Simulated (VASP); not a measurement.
# Ge2Sb2Te5 in VASP: a series of runs

Aim: see how the results for Ge2Sb2Te5 move with the level of theory and the settings. Levels: r2SCAN, LDA, BLYP, revPBE, PBE. Tasks: single point.

All numbers are computed with VASP 6.6.1; they aren't measurements. Logs are shortened: lines on timing, memory, paths and dates and some standing lists are left out, and cuts for length are marked.

### Step 1. The cell of the first run

It takes space group Cm (No. 8, monoclinic). Conventional cell: a = 13.766 Å, b = 6.082 Å, c = 9.717 Å, α = 90.00°, β = 134.89°, γ = 90.00°. Within 3.6 Å of Te (site symmetry m) lie 2 Ge at 2.73 to 3.37 Å and 3 Sb at 3.06 to 3.27 Å. Te (site symmetry m) has 3 Ge at 2.84 to 3.05 Å and 2 Sb at 3.01 to 3.29 Å within 3.7 Å. Within 3.6 Å of Te (site symmetry m) lie 3 Ge at 2.75 to 3.06 Å and 2 Sb at 3.15 to 3.33 Å. Within 3.7 Å of Te (site symmetry m) lie 2 Sb at 2.84 to 2.92 Å and 2 Ge at 3.22 to 3.28 Å. Within 3.8 Å of Te (site symmetry m) lie 2 Ge at 2.85 to 3.46 Å and 3 Sb at 2.94 to 3.05 Å. Sb (site symmetry m) has 6 Te at 2.92 to 3.27 Å within 3.8 Å. Within 3.7 Å of Sb (site symmetry m) lie 6 Te at 2.84 to 3.33 Å. Within 3.6 Å of Ge (site symmetry m) lie 6 Te at 2.75 to 3.37 Å.

### Step 2. Single point, r2SCAN

POSCAR

```
Ge2Sb2Te5
1.0
    6.8832522751     -3.0410159261     -0.0164849905
    6.8832522751      3.0410159261     -0.0164849905
   -6.8915460587      0.0000000000      6.8992413312
Te Sb Ge
5 2 2
Direct
    0.5945742062      0.5945742062      0.3845807993
    0.7886429765      0.7886429765      0.1879426765
   -0.0000188443     -0.0000188443     -0.0077424101
    0.1997800952      0.1997800952      0.7930986114
    0.3917911998      0.3917911998      0.5811013731
    0.9126646656      0.9126646656      0.5943050865
    0.1161646044      0.1161646044      0.4301908121
    0.2737555797      0.2737555797      0.1949923441
    0.5226455169      0.5226455169      0.0415307071
```

INCAR.step1

```
PREC = Accurate
ENCUT = 520
ISMEAR = -1
SIGMA = 0.05
LREAL = False
LASPH = True
NELM = 60
NBANDS = 44
GGA = PE
ALGO = Normal
EDIFF = 1E-4
LWAVE = True
LCHARG = False
```

INCAR.step2

```
PREC = Accurate
ENCUT = 520
EDIFF = 1E-7
ISMEAR = -1
SIGMA = 0.05
LREAL = False
LASPH = True
NELM = 60
ALGO = Normal
ISIF = 2
LWAVE = False
LCHARG = True
METAGGA = R2SCAN
LMIXTAU = True
LELF = True
LVHAR = True
NBANDS = 44
ISTART = 1
```

KPOINTS

```
Automatic mesh
0
Gamma
  5 5 4
```

Potentials or basis: VASP PAW PBE potentials, release 64 (Te, Sb, Ge_d).

The run is started by

```sh
cat potpaw_PBE.64/Te/POTCAR potpaw_PBE.64/Sb/POTCAR potpaw_PBE.64/Ge_d/POTCAR > POTCAR
cp INCAR.step1 INCAR
mpirun -np 1 vasp_std > vasp.out
cp INCAR.step2 INCAR
mpirun -np 1 vasp_std > vasp.out
```

OUTCAR:

```text
PREC = Accurate
   ENCUT = 520
   EDIFF = 1E-7
   ISMEAR = -1
   LREAL = False
   LASPH = True
   NELM = 60
   ISIF = 2
   METAGGA = R2SCAN
   ISTART = 1

 ion  position               nearest neighbor table
   1  0.595  0.595  0.385-   9 2.73   7 3.06   7 3.06   6 3.27
   2  0.789  0.789  0.188-   9 2.84   6 3.01   8 3.05   8 3.05   7 3.29
   3  1.000  1.000  0.992-   8 2.75   9 3.06   9 3.06   6 3.15   7 3.33
   4  0.200  0.200  0.793-   7 2.84   6 2.92   9 3.22   8 3.28
   5  0.392  0.392  0.581-   8 2.85   7 2.94   6 3.05   6 3.05
   6  0.913  0.913  0.594-   4 2.92   2 3.01   5 3.05   5 3.05   3 3.15   1 3.27
   7  0.116  0.116  0.430-   4 2.84   5 2.94   1 3.06   1 3.06   2 3.29   3 3.33
   8  0.274  0.274  0.195-   3 2.75   5 2.85   2 3.05   2 3.05   4 3.28
   9  0.523  0.523  0.042-   1 2.73   2 2.84   3 3.06   3 3.06   4 3.22

  Warning from LATTYP: Got some problem with cell dimensions!
  Tried to take original basis but could not verify dimensions!
  LATTYP: Found a base centered monoclinic cell.
 ALAT       =    13.7655226755
 B/A-ratio  =     0.4418307968
 C/A-ratio  =     0.7058590490
 COS(beta)  =    -0.7058064894

  Lattice vectors:

 A1 = (  -0.0082937836,  -3.0410159261,   6.8827563407)
 A2 = (  -0.0082937836,   3.0410159261,   6.8827563407)
 A3 = (  -6.8749584915,   0.0000000000,  -6.8662713502)

Analysis of symmetry for initial positions (statically):
=====================================================================
 Subroutine PRICEL returns:
 Original cell was already a primitive cell.

 Routine SETGRP: Setting up the symmetry group for a
 base centered monoclinic supercell.

 Subroutine GETGRP returns: Found  2 space group operations
 (whereof  2 operations were pure point group operations)
 out of a pool of  4 trial point group operations.

The static configuration has the point symmetry C_1h.

Analysis of symmetry for dynamics (positions and initial velocities):
=====================================================================
 Subroutine PRICEL returns:
 Original cell was already a primitive cell.

 Routine SETGRP: Setting up the symmetry group for a
 base centered monoclinic supercell.

 Subroutine GETGRP returns: Found  2 space group operations
 (whereof  2 operations were pure point group operations)
 out of a pool of  4 trial point group operations.

The dynamic configuration has the point symmetry C_1h.

 Subroutine INISYM returns: Found  2 space group operations
 (whereof  2 operations are pure point group operations),
 and found     1 'primitive' translations

----------------------------------------------------------------------------------------

                                     Primitive cell

  volume of cell :     288.1400

  direct lattice vectors                    reciprocal lattice vectors
     6.883252275 -3.041015926 -0.016484991     0.072814272 -0.164418738  0.072733057
     6.883252275  3.041015926 -0.016484991     0.072814272  0.164418738  0.072733057
    -6.891546059  0.000000000  6.899241331     0.000347964  0.000000000  0.145291049

  length of vectors
     7.525105415  7.525105415  9.751560799     0.193973032  0.193973032  0.145291465

  position of ions in fractional coordinates (direct lattice)
     0.594574206  0.594574206  0.384580799
     0.788642977  0.788642977  0.187942677
     0.999981156  0.999981156  0.992257590
     0.199780095  0.199780095  0.793098611
     0.391791200  0.391791200  0.581101373
     0.912664666  0.912664666  0.594305087
     0.116164604  0.116164604  0.430190812
     0.273755580  0.273755580  0.194992344
     0.522645517  0.522645517  0.041530707

  ion indices of the primitive-cell ions
   primitive index   ion index
                 1           1
                 2           2
                 3           3
                 4           4
                 5           5
                 6           6
                 7           7
                 8           8
                 9           9

----------------------------------------------------------------------------------------

 KPOINTS: Automatic mesh

Automatic generation of k-mesh.
 Grid dimensions read from file:
 generate k-points for:    5    5    4

 Generating k-lattice:

  Cartesian coordinates                     Fractional coordinates (reciprocal lattice)
     0.014562854 -0.032883748  0.014546611     0.200000000  0.000000000 -0.000000000
     0.014562854  0.032883748  0.014546611     0.000000000  0.200000000 -0.000000000
     0.000086991  0.000000000  0.036322762     0.000000000  0.000000000  0.250000000

  Length of vectors
     0.038794606  0.038794606  0.036322866

  Shift w.r.t. Gamma in fractional coordinates (k-lattice)
     0.000000000  0.000000000  0.000000000

 Subroutine IBZKPT returns following result:
 ===========================================

 Found     33 irreducible k-points:

 Following reciprocal coordinates:
            Coordinates               Weight
  0.000000  0.000000  0.000000      1.000000
  0.200000 -0.000000  0.000000      4.000000
  0.400000 -0.000000  0.000000      4.000000
  0.200000  0.200000  0.000000      2.000000
  0.400000  0.200000  0.000000      4.000000
 -0.400000  0.200000 -0.000000      4.000000
[... 16 lines left out ...]
 -0.200000 -0.400000  0.250000      4.000000
 -0.200000 -0.200000  0.250000      2.000000
 [... further k-points ...]
   k-points           NKPTS =     33   k-points in BZ     NKDIM =     33   number of bands    NBANDS=     44
   number of dos      NEDOS =    301   number of ions     NIONS =      9
   total plane-waves  NPLWV = 250880
   dimension x,y,z NGX =    56 NGY =   56 NGZ =   80
   dimension x,y,z NGXF=   112 NGYF=  112 NGZF=  160
   ions per type =               5   2   2
   NGX,Y,Z   is equivalent  to a cutoff of  12.37, 12.37, 13.64 a.u.
   NGXF,Y,Z  is equivalent  to a cutoff of  24.74, 24.74, 27.28 a.u.
 SYSTEM =  unknown system
   PREC   = accura    normal or accurate (medium, high low for compatibility)
   ISTART =      1    job   : 0-new  1-cont  2-samecut
   ICHARG =      0    charge: 1-file 2-atom 10-const
   ISPIN  =      1    spin polarized calculation?
   LNONCOLLINEAR =      F non collinear calculations
   LSORBIT =      F    spin-orbit coupling
   LASPH  =      T    aspherical Exc in radial PAW
   ENCUT  =  520.0 eV  38.22 Ry    6.18 a.u.  13.99 13.99 18.13*2*pi/ulx,y,z
   NELM   =     60;   NELMIN=  2; NELMDL=  0     # of ELM steps
   EDIFF  = 0.1E-06   stopping-criterion for ELM
   LREAL  =      F    real-space projection
   EDIFFG = 0.1E-05   stopping-criterion for IOM
   NSW    =      0    number of steps for IOM
   IBRION =     -1    ionic relax: 0-MD 1-quasi-New 2-CG
   NFREE  =      0    steps in history (QN), initial steepest desc. (CG)
   ISIF   =      2    stress and relaxation
   ISYM   =      2    0-nonsym 1-usesym 2-fastsym
   POTIM  = 0.5000    time-step for ionic-motion
   TEBEG  =    0.0;   TEEND  =   0.0 temperature during run
   PSTRESS=    0.0 pullay stress
   NELECT =      68.0000    total number of electrons
   NUPDOWN=      -1.0000    fix difference up-down
   EMIN   =  10.00;   EMAX   =-10.00  energy-range for DOS
   EFERMI =   0.00;   METHOD = LEGACY
   ISMEAR =    -1;   SIGMA  =   0.05  broadening in eV -4-tet -1-fermi 0-gaus
   EFERMI_NEDOS =   21; number of points for ismear=-14 and -15
   IALGO  =     38    algorithm
   IMIX   =      4    mixing-type and parameters
     AMIX     =   0.40;   BMIX     =  1.00
     AMIX_MAG =   1.60;   BMIX_MAG =  1.00
  volume/ion in A,a.u.               =      32.02       216.05
  Fermi-wavevector in a.u.,A,eV,Ry     =   1.011680  1.911799 13.925523  1.023497
  Thomas-Fermi vector in A             =   2.144744
   LORBIT       =      0    0 simple, 1 ext, 2 COOP (PROOUT), +10 PAW based schemes
   METAGGA = R2SCAN    functional components
   LHFCALC =     F    Hartree Fock is set to
   AEXX    =    0.0000 exact exchange contribution
   IVDW    =     0    specifies the selected vdW correction
   LEPSILON=     F    determine dielectric tensor
   LRPA    =     F    only Hartree local field effects (RPA)
 non-spin polarized calculation
  energy-cutoff  :      520.00
  volume of cell :      288.14
 maximum number of plane-waves:      7778
   NGX = 27   NGY = 27   NGZ = 37

 number of electron      68.0000001 magnetization

 Free energy of the ion-electron system (eV)
  ---------------------------------------------------
  ext. energy  EPLUGINS =         0.00000000
  ---------------------------------------------------
  free energy    TOTEN  =      -206.59328171 eV

  energy without entropy =     -206.59087616  energy(sigma->0) =     -206.59207894

 E-fermi :   5.2897     XC(G=0):  -9.5914

 val. band max:        5.1157089862   @ k =  -0.2000   0.4000   0.2500
 cond. band min:       5.4847628032   @ k =  -0.4000   0.2000  -0.0000
 fundamental gap:      0.3690538171
 Fermi energy:         5.2896724893

 k-point     1 :       0.0000    0.0000    0.0000
  band No.  band energies     occupation
      1     -20.1950      2.00000
      2     -20.1888      2.00000
      3     -20.1841      2.00000
      4     -20.1775      2.00000
      5     -20.1659      2.00000
      6     -20.1650      2.00000
[... 36 lines left out ...]
     43       9.5895      0.00000
     44       9.8918      0.00000

 k-point     2 :       0.2000   -0.0000    0.0000
  band No.  band energies     occupation
      1     -20.1949      2.00000
      2     -20.1888      2.00000
      3     -20.1841      2.00000
      4     -20.1774      2.00000
      5     -20.1660      2.00000
      6     -20.1650      2.00000
[... 36 lines left out ...]
     43       9.0973      0.00000
     44       9.5398      0.00000

 k-point     3 :       0.4000   -0.0000    0.0000
  band No.  band energies     occupation
      1     -20.1949      2.00000
      2     -20.1887      2.00000
      3     -20.1841      2.00000
      4     -20.1773      2.00000
      5     -20.1661      2.00000
      6     -20.1651      2.00000
[... 976 lines left out ...]
     43       8.9686      0.00000
     44       9.4934      0.00000

 k-point    24 :      -0.2000   -0.2000    0.2500
  band No.  band energies     occupation
      1     -20.1950      2.00000
      2     -20.1888      2.00000
      3     -20.1841      2.00000
      4     -20.1775      2.00000
      5     -20.1659      2.00000
      6     -20.1649      2.00000
[... 36 lines left out ...]
     43       9.6231      0.00000
     44       9.9490      0.00000

 [... further k-points ...]

------------------------ aborting loop because EDIFF is reached ----------------------------------------

  FORCE on cell =-STRESS in cart. coord.  units (eV):
  Direction    XX          YY          ZZ          XY          YZ          ZX
  --------------------------------------------------------------------------------------
  -------------------------------------------------------------------------------------
  Total        0.0745205     -0.0210712      0.0422565      0.0000000      0.0000000     -0.0040834
  in kB        0.4143649     -0.1171645      0.2349635      0.0000000      0.0000000     -0.0227054
  external PRESSURE =       0.1773880 kB  Pullay stress =       0.0000000 kB

 VOLUME and BASIS-vectors are now :
 -----------------------------------------------------------------------------
  energy-cutoff  :      520.00
  volume of cell :      288.14
      direct lattice vectors                 reciprocal lattice vectors
     6.883252275 -3.041015926 -0.016484991     0.072814272 -0.164418738  0.072733057
     6.883252275  3.041015926 -0.016484991     0.072814272  0.164418738  0.072733057
    -6.891546059  0.000000000  6.899241331     0.000347964  0.000000000  0.145291049

 POSITION                                       TOTAL-FORCE (eV/Angst)
 -----------------------------------------------------------------------------------
      5.53485      0.00000      2.63371        -0.000823      0.000000      0.007482
      9.56164      0.00000      1.27066         0.009303      0.000000      0.005118
      6.92806      0.00000      6.81286        -0.006372      0.000000     -0.004225
     -2.71540      0.00000      5.46519         0.000405      0.000000      0.037594
      1.38891      0.00000      3.99624         0.014600      0.000000      0.011045
      8.46852      0.00000      4.07016        -0.017734      0.000000     -0.003800
     -1.36550      0.00000      2.96416        -0.010061      0.000000     -0.041019
      2.42486      0.00000      1.33627         0.012375      0.000000     -0.002778
      6.90879      0.00000      0.26930        -0.001692      0.000000     -0.009417
 -----------------------------------------------------------------------------------
    total drift:                               -0.003565     -0.000000     -0.002009

  FREE ENERGIE OF THE ION-ELECTRON SYSTEM (eV)
  ---------------------------------------------------
  free  energy   TOTEN  =      -206.5932817126 eV

  energy  without entropy=     -206.5908761599  energy(sigma->0) =     -206.59207894
```

Run time: 22 min. Hardware: 1 thread of Intel Xeon 6975P-C (Granite Rapids), shared host; peak memory 0.82 GiB.

Results:

```
Free energy            : -206.5933 eV
Pressure               : 0.0 GPa
Largest force          : 0.042 eV/Å
Band gap on the k mesh : 0.37 eV (least direct gap 0.41 eV)
```

Forces on the atoms (eV/Å):
```
Te  -0.001  0.000  0.007
Te   0.009  0.000  0.005
Te  -0.006  0.000 -0.004
Te   0.000  0.000  0.038
Te   0.015  0.000  0.011
Sb  -0.018  0.000 -0.004
Sb  -0.010  0.000 -0.041
Ge   0.012  0.000 -0.003
Ge  -0.002  0.000 -0.009
```

Caveat: the PAW data sets were made with another functional, which shifts forces and pressure a little; spin-orbit coupling is left out, which moves the levels of the heavy elements; an odd mesh through Γ misses points on the zone boundary, where band edges can lie.

[end of part 1 of 2]
